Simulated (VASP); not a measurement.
Input of a VASP 6.6.1 run:

INCAR

```
ALGO = Normal
DIPOL = 0.5 0.5 0.309
EDIFF = 1E-6
ENCUT = 520
GGA = PE
IDIPOL = 3
ISIF = 2
ISMEAR = 0
LASPH = T
LCHARG = F
LDIPOL = T
LREAL = F
LWAVE = F
NBANDS = 44
NELM = 80
PREC = Accurate
SIGMA = 0.1
```

KPOINTS

```
k-points
0
Gamma
  6 3 1
```

File POSCAR:

```
C6F
1.0
    4.9326910638      0.0000000000      0.0000000000
   -1.2331727660      8.7858796652      0.0000000000
    0.0000000000      0.0000000000     22.7907133601
C F
12 2
Direct
    0.0197005045      0.0788020181      0.1755100833
    0.5197005045      0.0788020181      0.1755100833
    0.2746256306      0.0985025226      0.2058124649
    0.7746256306      0.0985025226      0.2058124649
    0.2844758829      0.1379035317      0.2664172282
    0.7844758829      0.1379035317      0.2664172282
    0.0392967129      0.1571967721      0.2959398811
    0.5392967129      0.1571967721      0.2959398811
    0.0496770087      0.1987214849      0.3592739166
    0.5496770087      0.1987214849      0.3592739166
    0.3040736953      0.2163110607      0.3857147085
    0.8040736953      0.2163110607      0.3857147085
    0.3040736953      0.1362840157      0.4769799518
    0.3040736953      0.2963381057      0.4769799518
```

Potentials or basis: VASP PAW PBE potentials, release 64 (C, F).

Command:

```console
$ cat potpaw_PBE.64/C/POTCAR potpaw_PBE.64/F/POTCAR > POTCAR
$ mpirun -np 1 vasp_std > vasp.out
```

(1) Estimate the band gap on the k mesh.

(2) Estimate the largest force.

Answers

(1) 0.06 eV.

(2) 3.661 eV/Å.
